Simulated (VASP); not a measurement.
# C (Fd-3m) in VASP: single point with LDA

Aim: the single point of C with LDA.

Everything below comes from runs of VASP 6.6.1. Logs are shortened: lines on timing, memory, paths and dates and some standing lists are left out, and cuts for length are marked.

### 1 The cell of the first run

It takes space group Fd-3m (No. 227, cubic). The conventional cell has a = 3.531 Å, b = 3.531 Å, c = 3.531 Å, α = 90.00°, β = 90.00°, γ = 90.00°. Within 2.0 Å of C (site symmetry -43m) lie 4 C at 1.53 Å.

### 2 Single point, LDA

Contents of INCAR:

```
SYSTEM = C
PREC     = Accurate       ! precision mode
ENCUT    = 600            ! plane-wave cutoff, eV
EDIFF    = 1E-6           ! SCF threshold, eV
ISMEAR   = 0              ! smearing method
SIGMA    = 0.02           ! smearing width, eV
LREAL    = .False.        ! projectors in reciprocal space
LASPH    = .True.         ! aspherical terms in the spheres
NELM     = 120            ! most SCF steps
ALGO     = Normal         ! electronic algorithm
ISIF     = 2              ! what is computed and relaxed
LWAVE    = .False.        ! write WAVECAR
LCHARG   = .False.        ! write CHGCAR
GGA      = CA             ! functional
NBANDS   = 11             ! bands
GGA_COMPAT= .False.
```

Contents of KPOINTS:

```
regular mesh
0
Gamma
  12 12 12
  0 0 0
```

Contents of POSCAR:

```
C
1.0
    0.0000000000      1.7657234640      1.7657234640
    1.7657234640      0.0000000000      1.7657234640
    1.7657234640      1.7657234640      0.0000000000
C
2
Direct
    0.0000000000      0.0000000000      0.0000000000
    0.2500000000      0.2500000000      0.2500000000
```

Potentials or basis: VASP PAW LDA potentials, release 64 (C).

On the command line:

```bash
$ cat potpaw_LDA.64/C/POTCAR > POTCAR
$ mpirun -np 1 vasp_std > vasp.out
```

OUTCAR:

```text
SYSTEM = C
   PREC = Accurate
   ENCUT = 600
   EDIFF = 1E-6
   ISMEAR = 0
   LREAL = .False.
   LASPH = .True.
   NELM = 120
   ISIF = 2
   GGA = CA

 ion  position               nearest neighbor table
   1  0.000  0.000  0.000-   2 1.53   2 1.53   2 1.53   2 1.53
   2  0.250  0.250  0.250-   1 1.53   1 1.53   1 1.53   1 1.53

  LATTYP: Found a face centered cubic cell.
 ALAT       =     3.5314469280

  Lattice vectors:

 A1 = (   0.0000000000,   1.7657234640,   1.7657234640)
 A2 = (   1.7657234640,   0.0000000000,   1.7657234640)
 A3 = (   1.7657234640,   1.7657234640,   0.0000000000)

Analysis of symmetry for initial positions (statically):
=====================================================================
 Subroutine PRICEL returns:
 Original cell was already a primitive cell.

 Routine SETGRP: Setting up the symmetry group for a
 face centered cubic supercell.

 Subroutine GETGRP returns: Found 48 space group operations
 (whereof 24 operations were pure point group operations)
 out of a pool of 48 trial point group operations.

The static configuration has the point symmetry T_d .
 The point group associated with its full space group is O_h .

Analysis of symmetry for dynamics (positions and initial velocities):
=====================================================================
 Subroutine PRICEL returns:
 Original cell was already a primitive cell.

 Routine SETGRP: Setting up the symmetry group for a
 face centered cubic supercell.

 Subroutine GETGRP returns: Found 48 space group operations
 (whereof 24 operations were pure point group operations)
 out of a pool of 48 trial point group operations.

The dynamic configuration has the point symmetry T_d .
 The point group associated with its full space group is O_h .

 Subroutine INISYM returns: Found 48 space group operations
 (whereof 24 operations are pure point group operations),
 and found     1 'primitive' translations

----------------------------------------------------------------------------------------

                                     Primitive cell

  volume of cell :      11.0103

  direct lattice vectors                    reciprocal lattice vectors
     0.000000000  1.765723464  1.765723464    -0.283170049  0.283170049  0.283170049
     1.765723464  0.000000000  1.765723464     0.283170049 -0.283170049  0.283170049
     1.765723464  1.765723464  0.000000000     0.283170049  0.283170049 -0.283170049

  length of vectors
     2.497110070  2.497110070  2.497110070     0.490464912  0.490464912  0.490464912

  position of ions in fractional coordinates (direct lattice)
     0.000000000  0.000000000  0.000000000
     0.250000000  0.250000000  0.250000000

  ion indices of the primitive-cell ions
   primitive index   ion index
                 1           1
                 2           2

----------------------------------------------------------------------------------------

 KPOINTS: regular mesh

Automatic generation of k-mesh.
 Grid dimensions read from file:
 generate k-points for:   12   12   12

 Generating k-lattice:

  Cartesian coordinates                     Fractional coordinates (reciprocal lattice)
    -0.023597504  0.023597504  0.023597504     0.083333333  0.000000000  0.000000000
     0.023597504 -0.023597504  0.023597504     0.000000000  0.083333333  0.000000000
     0.023597504  0.023597504 -0.023597504     0.000000000  0.000000000  0.083333333

  Length of vectors
     0.040872076  0.040872076  0.040872076

  Shift w.r.t. Gamma in fractional coordinates (k-lattice)
     0.000000000  0.000000000  0.000000000

 Subroutine IBZKPT returns following result:
 ===========================================

 Found     72 irreducible k-points:

 Following reciprocal coordinates:
            Coordinates               Weight
  0.000000  0.000000  0.000000      1.000000
  0.083333  0.000000  0.000000      8.000000
  0.166667  0.000000  0.000000      8.000000
  0.250000  0.000000  0.000000      8.000000
  0.333333  0.000000  0.000000      8.000000
  0.416667  0.000000  0.000000      8.000000
[... 16 lines left out ...]
  0.500000  0.166667  0.000000     24.000000
 -0.416667  0.166667  0.000000     24.000000
 [... further k-points ...]
   k-points           NKPTS =     72   k-points in BZ     NKDIM =     72   number of bands    NBANDS=     11
   number of dos      NEDOS =    301   number of ions     NIONS =      2
   total plane-waves  NPLWV =   8000
   dimension x,y,z NGX =    20 NGY =   20 NGZ =   20
   dimension x,y,z NGXF=    40 NGYF=   40 NGZF=   40
   ions per type =               2
   NGX,Y,Z   is equivalent  to a cutoff of  13.32, 13.32, 13.32 a.u.
   NGXF,Y,Z  is equivalent  to a cutoff of  26.63, 26.63, 26.63 a.u.
 SYSTEM =  C
   PREC   = accura    normal or accurate (medium, high low for compatibility)
   ISTART =      0    job   : 0-new  1-cont  2-samecut
   ICHARG =      2    charge: 1-file 2-atom 10-const
   ISPIN  =      1    spin polarized calculation?
   LNONCOLLINEAR =      F non collinear calculations
   LSORBIT =      F    spin-orbit coupling
   LASPH  =      T    aspherical Exc in radial PAW
   ENCUT  =  600.0 eV  44.10 Ry    6.64 a.u.   4.99  4.99  4.99*2*pi/ulx,y,z
   NELM   =    120;   NELMIN=  2; NELMDL= -5     # of ELM steps
   EDIFF  = 0.1E-05   stopping-criterion for ELM
   LREAL  =      F    real-space projection
   EDIFFG = 0.1E-04   stopping-criterion for IOM
   NSW    =      0    number of steps for IOM
   IBRION =     -1    ionic relax: 0-MD 1-quasi-New 2-CG
   NFREE  =      0    steps in history (QN), initial steepest desc. (CG)
   ISIF   =      2    stress and relaxation
   ISYM   =      2    0-nonsym 1-usesym 2-fastsym
   POTIM  = 0.5000    time-step for ionic-motion
   TEBEG  =    0.0;   TEEND  =   0.0 temperature during run
   PSTRESS=    0.0 pullay stress
   NELECT =       8.0000    total number of electrons
   NUPDOWN=      -1.0000    fix difference up-down
   EMIN   =  10.00;   EMAX   =-10.00  energy-range for DOS
   EFERMI =   0.00;   METHOD = LEGACY
   ISMEAR =     0;   SIGMA  =   0.02  broadening in eV -4-tet -1-fermi 0-gaus
   EFERMI_NEDOS =   21; number of points for ismear=-14 and -15
   IALGO  =     38    algorithm
   IMIX   =      4    mixing-type and parameters
     AMIX     =   0.40;   BMIX     =  1.00
     AMIX_MAG =   1.60;   BMIX_MAG =  1.00
  volume/ion in A,a.u.               =       5.51        37.15
  Fermi-wavevector in a.u.,A,eV,Ry     =   1.471766  2.781235 29.471519  2.166096
  Thomas-Fermi vector in A             =   2.586862
   LORBIT       =      0    0 simple, 1 ext, 2 COOP (PROOUT), +10 PAW based schemes
   GGA     = CA    functional components
   LHFCALC =     F    Hartree Fock is set to
   AEXX    =    0.0000 exact exchange contribution
   IVDW    =     0    specifies the selected vdW correction
   LEPSILON=     F    determine dielectric tensor
   LRPA    =     F    only Hartree local field effects (RPA)
 non-spin polarized calculation
 Gauss-broadening in eV      SIGMA  =   0.02
  energy-cutoff  :      600.00
  volume of cell :       11.01
 maximum number of plane-waves:       380
   NGX =  9   NGY =  9   NGZ =  9

 number of electron       7.9999998 magnetization

 Free energy of the ion-electron system (eV)
  ---------------------------------------------------
  ext. energy  EPLUGINS =         0.00000000
  ---------------------------------------------------
  free energy    TOTEN  =       -20.25205694 eV

  energy without entropy =      -20.25205694  energy(sigma->0) =      -20.25205694

 E-fermi :  10.4210     XC(G=0): -13.6444

 val. band max:       10.1633044285   @ k =   0.0000   0.0000   0.0000
 cond. band min:      14.3613472045   @ k =   0.3333   0.3333   0.0000
 fundamental gap:      4.1980427760
 Fermi energy:        10.4209514095

 k-point     1 :       0.0000    0.0000    0.0000
  band No.  band energies     occupation
      1     -11.5561      2.00000
      2      10.1633      2.00000
      3      10.1633      2.00000
      4      10.1633      2.00000
      5      15.7902      0.00000
      6      15.7902      0.00000
      7      15.7902      0.00000
      8      24.4067      0.00000
      9      29.5636      0.00000
     10      37.1311      0.00000
     11      37.1311      0.00000

 k-point     2 :       0.0833    0.0000    0.0000
  band No.  band energies     occupation
      1     -11.3602      2.00000
      2       8.9215      2.00000
      3       9.8307      2.00000
      4       9.8307      2.00000
      5      16.2249      0.00000
      6      16.2249      0.00000
      7      16.5437      0.00000
      8      24.5145      0.00000
      9      29.8753      0.00000
     10      34.8025      0.00000
     11      34.8025      0.00000

 k-point     3 :       0.1667    0.0000    0.0000
  band No.  band energies     occupation
      1     -10.7744      2.00000
      2       6.3606      2.00000
      3       9.1112      2.00000
      4       9.1112      2.00000
      5      17.1641      0.00000
      6      17.1641      0.00000
      7      17.7377      0.00000
      8      24.8189      0.00000
      9      30.5267      0.00000
     10      33.1573      0.00000
     11      33.1573      0.00000

 k-point     4 :       0.2500    0.0000    0.0000
  band No.  band energies     occupation
      1      -9.8060      2.00000
      2       3.4868      2.00000
      3       8.3721      2.00000
      4       8.3721      2.00000
      5      18.0301      0.00000
      6      18.0301      0.00000
      7      18.6334      0.00000
      8      25.2360      0.00000
      9      30.9685      0.00000
     10      32.7307      0.00000
     11      32.7307      0.00000

 k-point     5 :       0.3333    0.0000    0.0000
  band No.  band energies     occupation
      1      -8.4740      2.00000
      2       0.6604      2.00000
      3       7.7869      2.00000
      4       7.7869      2.00000
      5      18.5100      0.00000
      6      18.5100      0.00000
      7      19.1914      0.00000
      8      25.6034      0.00000
      9      31.2494      0.00000
     10      33.5848      0.00000
     11      33.5848      0.00000
[... 211 lines left out ...]
 k-point    21 :       0.3333    0.1667    0.0000
  band No.  band energies     occupation
      1      -8.7205      2.00000
      2       2.8635      2.00000
      3       6.2197      2.00000
      4       6.7179      2.00000
      5      16.2450      0.00000
      6      21.1641      0.00000
      7      21.2190      0.00000
      8      22.1046      0.00000
      9      31.4753      0.00000
     10      31.9210      0.00000
     11      37.5016      0.00000

 k-point    22 :       0.4167    0.1667    0.0000
  band No.  band energies     occupation
      1      -7.2903      2.00000
      2       0.2612      2.00000
      3       5.8500      2.00000
      4       5.9985      2.00000
      5      16.9014      0.00000
      6      21.2874      0.00000
      7      21.6435      0.00000
      8      22.9853      0.00000
      9      31.2859      0.00000
     10      32.9684      0.00000
     11      37.8516      0.00000

 k-point    23 :       0.5000    0.1667    0.0000
  band No.  band energies     occupation
      1      -5.6346      2.00000
      2      -2.0611      2.00000
      3       5.1111      2.00000
      4       6.0910      2.00000
      5      17.3144      0.00000
      6      21.0023      0.00000
      7      21.8299      0.00000
      8      24.5787      0.00000
      9      30.3560      0.00000
     10      34.2731      0.00000
     11      37.0070      0.00000

 k-point    24 :      -0.4167    0.1667    0.0000
  band No.  band energies     occupation
      1      -5.1603      2.00000
      2      -2.6235      2.00000
      3       4.6071      2.00000
      4       6.4819      2.00000
      5      17.7607      0.00000
      6      20.5027      0.00000
      7      21.8134      0.00000
      8      25.7640      0.00000
      9      29.6689      0.00000
     10      34.5577      0.00000
     11      34.9821      0.00000

 [... further k-points ...]

------------------------ aborting loop because EDIFF is reached ----------------------------------------

  FORCE on cell =-STRESS in cart. coord.  units (eV):
  Direction    XX          YY          ZZ          XY          YZ          ZX
  --------------------------------------------------------------------------------------
  -------------------------------------------------------------------------------------
  Total        0.0651086      0.0651086      0.0651086     -0.0000000      0.0000000      0.0000000
  in kB        9.4743884      9.4743884      9.4743884     -0.0000000      0.0000000      0.0000000
  external PRESSURE =       9.4743884 kB  Pullay stress =       0.0000000 kB

 VOLUME and BASIS-vectors are now :
 -----------------------------------------------------------------------------
  energy-cutoff  :      600.00
  volume of cell :       11.01
      direct lattice vectors                 reciprocal lattice vectors
     0.000000000  1.765723464  1.765723464    -0.283170049  0.283170049  0.283170049
     1.765723464  0.000000000  1.765723464     0.283170049 -0.283170049  0.283170049
     1.765723464  1.765723464  0.000000000     0.283170049  0.283170049 -0.283170049

 POSITION                                       TOTAL-FORCE (eV/Angst)
 -----------------------------------------------------------------------------------
      0.00000      0.00000      0.00000        -0.000000     -0.000000     -0.000000
      0.88286      0.88286      0.88286         0.000000      0.000000      0.000000
 -----------------------------------------------------------------------------------
    total drift:                                0.000000      0.000000      0.000000

  FREE ENERGIE OF THE ION-ELECTRON SYSTEM (eV)
  ---------------------------------------------------
  free  energy   TOTEN  =       -20.2520569421 eV

  energy  without entropy=      -20.2520569421  energy(sigma->0) =      -20.25205694
```

Run time: 3.2 s. Hardware: 1 thread of Intel Xeon 6975P-C (Granite Rapids), shared host; peak memory 0.11 GiB.

Results:

| Property | Result |
| --- | --- |
| Free energy | -20.2521 eV |
| Pressure | 0.9 GPa |
| Band gap on the k mesh | 4.20 eV, indirect (least direct gap 5.63 eV) |

A k mesh can miss the band edges. LDA gaps usually lie below the measured ones, often by a third to a half.
